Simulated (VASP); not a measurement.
# Ag (I4/mmm) in VASP: notebook

Runs on Ag. Level: PBEsol. Tasks: single point.

All numbers are computed with VASP 6.6.1; they aren't measurements. Logs are shortened: lines on timing, memory, paths and dates and some standing lists are left out, and cuts for length are marked.

**1. The cell of the first run**

Symmetry: I4/mmm, No. 139, tetragonal system. The conventional cell has a = 3.620 Å, b = 3.620 Å, c = 2.560 Å, α = 90.00°, β = 90.00°, γ = 90.00°. Ag (site symmetry 4/mmm) has 10 Ag at 2.56 to 2.86 Å within 3.4 Å.

**2. Single point, PBEsol**

INCAR

```
SYSTEM = Ag
  PREC = Accurate
  ENCUT = 520
  EDIFF = 1E-6
  ISMEAR = 0
  SIGMA = 0.15
  LREAL = .FALSE.
  LASPH = .TRUE.
  NELM = 80
  ALGO = Fast
  ISIF = 2
  LWAVE = .FALSE.
  LCHARG = .FALSE.
  GGA = PS
  NBANDS = 12
```

KPOINTS

```
regular mesh
0
G
  28 28 28
  0 0 0
```

POSCAR

```
Ag
1.0
   -1.8101255221      1.8101255221      1.2797587441
    1.8101255221     -1.8101255221      1.2797587441
    1.8101255221      1.8101255221     -1.2797587441
Ag
1
Direct
    0.0000000000      0.0000000000      0.0000000000
```

Potentials or basis: VASP PAW PBE potentials, release 64 (Ag).

The run is started by

```console
$ cat potpaw_PBE.64/Ag/POTCAR > POTCAR
$ mpirun -np 1 vasp_std > vasp.out
```

OUTCAR:

```text
SYSTEM = Ag
   PREC = Accurate
   ENCUT = 520
   EDIFF = 1E-6
   ISMEAR = 0
   LREAL = .FALSE.
   LASPH = .TRUE.
   NELM = 80
   ISIF = 2
   GGA = PS

 ion  position               nearest neighbor table
   1  0.000  0.000  0.000-

  LATTYP: Found a body centered tetragonal cell.
 ALAT       =     3.6202510442
 C/A-ratio  =     0.7070000000

  Lattice vectors:

 A1 = (  -1.8101255221,   1.8101255221,   1.2797587441)
 A2 = (   1.8101255221,  -1.8101255221,   1.2797587441)
 A3 = (   1.8101255221,   1.8101255221,  -1.2797587441)

Analysis of symmetry for initial positions (statically):
=====================================================================
 Subroutine PRICEL returns:
 Original cell was already a primitive cell.

 Routine SETGRP: Setting up the symmetry group for a
 body centered tetragonal supercell.

 Subroutine GETGRP returns: Found 16 space group operations
 (whereof 16 operations were pure point group operations)
 out of a pool of 16 trial point group operations.

The static configuration has the point symmetry D_4h.

Analysis of symmetry for dynamics (positions and initial velocities):
=====================================================================
 Subroutine PRICEL returns:
 Original cell was already a primitive cell.

 Routine SETGRP: Setting up the symmetry group for a
 body centered tetragonal supercell.

 Subroutine GETGRP returns: Found 16 space group operations
 (whereof 16 operations were pure point group operations)
 out of a pool of 16 trial point group operations.

The dynamic configuration has the point symmetry D_4h.

 Subroutine INISYM returns: Found 16 space group operations
 (whereof 16 operations are pure point group operations),
 and found     1 'primitive' translations

----------------------------------------------------------------------------------------

                                     Primitive cell

  volume of cell :      16.7728

  direct lattice vectors                    reciprocal lattice vectors
    -1.810125522  1.810125522  1.279758744     0.000000000  0.276223938  0.390698639
     1.810125522 -1.810125522  1.279758744     0.276223938  0.000000000  0.390698639
     1.810125522  1.810125522 -1.279758744     0.276223938  0.276223938  0.000000000

  length of vectors
     2.861973315  2.861973315  2.861973315     0.478482069  0.478482069  0.390639639

  position of ions in fractional coordinates (direct lattice)
     0.000000000  0.000000000  0.000000000

  ion indices of the primitive-cell ions
   primitive index   ion index
                 1           1

----------------------------------------------------------------------------------------

 KPOINTS: regular mesh

Automatic generation of k-mesh.
 Grid dimensions read from file:
 generate k-points for:   28   28   28

 Generating k-lattice:

  Cartesian coordinates                     Fractional coordinates (reciprocal lattice)
     0.000000000  0.009865141  0.013953523     0.035714286 -0.000000000  0.000000000
     0.009865141  0.000000000  0.013953523    -0.000000000  0.035714286  0.000000000
     0.009865141  0.009865141  0.000000000     0.000000000  0.000000000  0.035714286

  Length of vectors
     0.017088645  0.017088645  0.013951416

  Shift w.r.t. Gamma in fractional coordinates (k-lattice)
     0.000000000  0.000000000  0.000000000

 Subroutine IBZKPT returns following result:
 ===========================================

 Found   1639 irreducible k-points:

 Following reciprocal coordinates:
            Coordinates               Weight
  0.000000  0.000000  0.000000      1.000000
  0.035714  0.000000 -0.000000      8.000000
  0.071429  0.000000 -0.000000      8.000000
  0.107143  0.000000  0.000000      8.000000
  0.142857  0.000000 -0.000000      8.000000
  0.178571  0.000000  0.000000      8.000000
[... 16 lines left out ...]
  0.285714  0.035714 -0.000000     16.000000
  0.321429  0.035714  0.000000     16.000000
 [... further k-points ...]
   k-points           NKPTS =   1639   k-points in BZ     NKDIM =   1639   number of bands    NBANDS=     12
   number of dos      NEDOS =    301   number of ions     NIONS =      1
   total plane-waves  NPLWV =  13824
   dimension x,y,z NGX =    24 NGY =   24 NGZ =   24
   dimension x,y,z NGXF=    48 NGYF=   48 NGZF=   48
   ions per type =               1
   NGX,Y,Z   is equivalent  to a cutoff of  13.94, 13.94, 13.94 a.u.
   NGXF,Y,Z  is equivalent  to a cutoff of  27.88, 27.88, 27.88 a.u.
 SYSTEM =  Ag
   PREC   = accura    normal or accurate (medium, high low for compatibility)
   ISTART =      0    job   : 0-new  1-cont  2-samecut
   ICHARG =      2    charge: 1-file 2-atom 10-const
   ISPIN  =      1    spin polarized calculation?
   LNONCOLLINEAR =      F non collinear calculations
   LSORBIT =      F    spin-orbit coupling
   LASPH  =      T    aspherical Exc in radial PAW
   ENCUT  =  520.0 eV  38.22 Ry    6.18 a.u.   5.32  5.32  5.32*2*pi/ulx,y,z
   NELM   =     80;   NELMIN=  2; NELMDL= -5     # of ELM steps
   EDIFF  = 0.1E-05   stopping-criterion for ELM
   LREAL  =      F    real-space projection
   EDIFFG = 0.1E-04   stopping-criterion for IOM
   NSW    =      0    number of steps for IOM
   IBRION =     -1    ionic relax: 0-MD 1-quasi-New 2-CG
   NFREE  =      0    steps in history (QN), initial steepest desc. (CG)
   ISIF   =      2    stress and relaxation
   ISYM   =      2    0-nonsym 1-usesym 2-fastsym
   POTIM  = 0.5000    time-step for ionic-motion
   TEBEG  =    0.0;   TEEND  =   0.0 temperature during run
   PSTRESS=    0.0 pullay stress
   NELECT =      11.0000    total number of electrons
   NUPDOWN=      -1.0000    fix difference up-down
   EMIN   =  10.00;   EMAX   =-10.00  energy-range for DOS
   EFERMI =   0.00;   METHOD = LEGACY
   ISMEAR =     0;   SIGMA  =   0.15  broadening in eV -4-tet -1-fermi 0-gaus
   EFERMI_NEDOS =   21; number of points for ismear=-14 and -15
   IALGO  =     68    algorithm
   IMIX   =      4    mixing-type and parameters
     AMIX     =   0.40;   BMIX     =  1.00
     AMIX_MAG =   1.60;   BMIX_MAG =  1.00
  volume/ion in A,a.u.               =      16.77       113.19
  Fermi-wavevector in a.u.,A,eV,Ry     =   1.422342  2.687836 27.525341  2.023056
  Thomas-Fermi vector in A             =   2.543056
   LORBIT       =      0    0 simple, 1 ext, 2 COOP (PROOUT), +10 PAW based schemes
   GGA     = PS    functional components
   LHFCALC =     F    Hartree Fock is set to
   AEXX    =    0.0000 exact exchange contribution
   IVDW    =     0    specifies the selected vdW correction
   LEPSILON=     F    determine dielectric tensor
   LRPA    =     F    only Hartree local field effects (RPA)
 non-spin polarized calculation
 RMM-DIIS sequential band-by-band and
 Gauss-broadening in eV      SIGMA  =   0.15
  energy-cutoff  :      520.00
  volume of cell :       16.77
 maximum number of plane-waves:       472
 NGX is ok and might be reduce to    24
   NGX = 11   NGY = 11   NGZ = 11

 number of electron      11.0000000 magnetization

 Free energy of the ion-electron system (eV)
  ---------------------------------------------------
  ext. energy  EPLUGINS =         0.00000000
  ---------------------------------------------------
  free energy    TOTEN  =        -3.12090567 eV

  energy without entropy =       -3.11825482  energy(sigma->0) =       -3.11958025

 E-fermi :   8.5358     XC(G=0): -12.4725

 val. band max:        8.5320199956   @ k =  -0.3929   0.5000   0.1071
 cond. band min:       8.5359574075   @ k =  -0.3214   0.4643   0.1786
 fundamental gap:      0.0039374118
 Fermi energy:         8.5358013239

 k-point     1 :       0.0000    0.0000    0.0000
  band No.  band energies     occupation
      1       0.4935      2.00000
      2       2.6211      2.00000
      3       2.9396      2.00000
      4       4.6107      2.00000
      5       4.6107      2.00000
      6       5.2831      2.00000
      7      23.2768      0.00000
      8      23.2768      0.00000
      9      30.3358      0.00000
     10      30.7035      0.00000
     11      32.6759      0.00000
     12      32.9138      0.00000

 k-point     2 :       0.0357    0.0000   -0.0000
  band No.  band energies     occupation
      1       0.5479      2.00000
      2       2.6374      2.00000
      3       2.9653      2.00000
      4       4.5898      2.00000
      5       4.5910      2.00000
      6       5.2724      2.00000
      7      23.2875      0.00000
      8      23.3021      0.00000
      9      30.3227      0.00000
     10      30.6662      0.00000
     11      32.2459      0.00000
     12      32.6500      0.00000

 k-point     3 :       0.0714    0.0000   -0.0000
  band No.  band energies     occupation
      1       0.7095      2.00000
      2       2.6838      2.00000
      3       3.0407      2.00000
      4       4.5312      2.00000
      5       4.5361      2.00000
      6       5.2422      2.00000
      7      23.3109      0.00000
      8      23.3712      0.00000
      9      30.2069      0.00000
     10      30.5292      0.00000
     11      31.1489      0.00000
     12      32.5601      0.00000
[... 286 lines left out ...]
 k-point    23 :       0.2857    0.0357   -0.0000
  band No.  band energies     occupation
      1       2.3027      2.00000
      2       2.6659      2.00000
      3       4.5598      2.00000
      4       4.8145      2.00000
      5       5.0727      2.00000
      6       5.4378      2.00000
      7      20.8771      0.00000
      8      22.3228      0.00000
      9      23.3155      0.00000
     10      27.5637      0.00000
     11      28.3481      0.00000
     12      32.0607      0.00000

 k-point    24 :       0.3214    0.0357    0.0000
  band No.  band energies     occupation
      1       2.1978      2.00000
      2       2.5370      2.00000
      3       4.7524      2.00000
      4       4.8149      2.00000
      5       5.3531      2.00000
      6       6.3004      2.00000
      7      19.3993      0.00000
      8      21.8822      0.00000
      9      22.6773      0.00000
     10      27.5714      0.00000
     11      28.0473      0.00000
     12      31.8619      0.00000

 [... further k-points ...]
[... 5 lines left out ...]
  --------------------------------------------------------------------------------------
  -------------------------------------------------------------------------------------
  Total       -0.3001762     -0.3001762      2.5922785      0.0000000      0.0000000      0.0000000
  in kB      -28.6735459    -28.6735459    247.6205953      0.0000000      0.0000000      0.0000000
  external PRESSURE =      63.4245012 kB  Pullay stress =       0.0000000 kB

 VOLUME and BASIS-vectors are now :
 -----------------------------------------------------------------------------
  energy-cutoff  :      520.00
  volume of cell :       16.77
      direct lattice vectors                 reciprocal lattice vectors
    -1.810125522  1.810125522  1.279758744     0.000000000  0.276223938  0.390698639
     1.810125522 -1.810125522  1.279758744     0.276223938  0.000000000  0.390698639
     1.810125522  1.810125522 -1.279758744     0.276223938  0.276223938  0.000000000

 POSITION                                       TOTAL-FORCE (eV/Angst)
 -----------------------------------------------------------------------------------
      0.00000      0.00000      0.00000         0.000000      0.000000      0.000000
 -----------------------------------------------------------------------------------
    total drift:                               -0.000000      0.000000      0.000000

  FREE ENERGIE OF THE ION-ELECTRON SYSTEM (eV)
  ---------------------------------------------------
  free  energy   TOTEN  =        -3.1209056725 eV

  energy  without entropy=       -3.1182548238  energy(sigma->0) =       -3.11958025
```

Wall time 2.4 min (1 thread of Intel Xeon 6975P-C, shared host); peak memory 0.42 GiB.

Results:

| Item | Value |
| --- | --- |
| Free energy | -3.1209 eV |
| Pressure | 6.3 GPa |

Stress tensor (GPa, compression positive):
```
-2.87  0.00  0.00
 0.00 -2.87  0.00
 0.00  0.00 24.76
```

Levels at points of the mesh, in eV from the Fermi level:
```tsv
k point	band 3	band 4	band 5	band 6	band 7	band 8	band 9	band 10
(0.00, 0.00, 0.00)	-5.60	-3.93	-3.93	-3.25	14.74	14.74	21.80	22.17
(0.50, 0.00, 0.00)	-3.90	-3.04	-2.49	1.02	6.23	12.25	12.58	19.15
(0.50, 0.50, 0.00)	-4.18	-4.04	-2.70	-1.40	2.04	17.34	19.06	21.52
(0.50, 0.50, 0.50)	-2.83	-2.83	-2.67	3.79	3.79	9.25	10.68	15.33
```

Caveat: the PAW data sets were made with another functional, which shifts forces and pressure a little.

**3. Single point, PBEsol**

INCAR

```
SYSTEM = Ag
ALGO = Fast
EDIFF = 1E-7
ENCUT = 520
GGA = PS
ISIF = 2
ISMEAR = 0
LASPH = .TRUE.
LCHARG = .FALSE.
LREAL = .FALSE.
LWAVE = .FALSE.
NBANDS = 12
NELM = 80
PREC = Accurate
SIGMA = 0.15
```

KPOINTS

```
k-points
0
G
  28 28 28
  0 0 0
```

POSCAR

```
Ag
1.0
   -1.7023238659      1.7023238659      1.4469752860
    1.7023238659     -1.7023238659      1.4469752860
    1.7023238659      1.7023238659     -1.4469752860
Ag
1
Direct
    0.0000000000      0.0000000000      0.0000000000
```

Potentials or basis: VASP PAW PBE potentials, release 64 (Ag).

The run is started by

```console
$ cat potpaw_PBE.64/Ag/POTCAR > POTCAR
$ mpirun -np 1 vasp_std > vasp.out
```

Wall time 3.1 min (1 thread of Intel Xeon 6975P-C, shared host); peak memory 0.42 GiB.

Results (log left out):

```
Free energy : -3.2727 eV
Pressure    : 0.3 GPa
```

Stress tensor (GPa, compression positive):
```
-0.34  0.00  0.00
 0.00 -0.34  0.00
 0.00  0.00  1.50
```

Levels at points of the mesh, in eV from the Fermi level:
| k point | band 4 | band 5 | band 6 | band 7 | band 8 | band 9 |
| --- | --- | --- | --- | --- | --- | --- |
| (0.00, 0.00, 0.00) | -4.58 | -4.26 | -3.26 | 16.77 | 16.77 | 20.41 |
| (0.50, 0.00, 0.00) | -2.93 | -2.61 | 0.25 | 4.94 | 12.64 | 13.46 |
| (0.50, 0.50, 0.00) | -3.70 | -2.65 | -0.79 | 3.18 | 15.26 | 17.47 |
| (0.50, 0.50, 0.50) | -2.85 | -2.64 | 5.36 | 5.36 | 10.43 | 11.36 |

Caveat: the PAW data sets were made with another functional, which shifts forces and pressure a little.
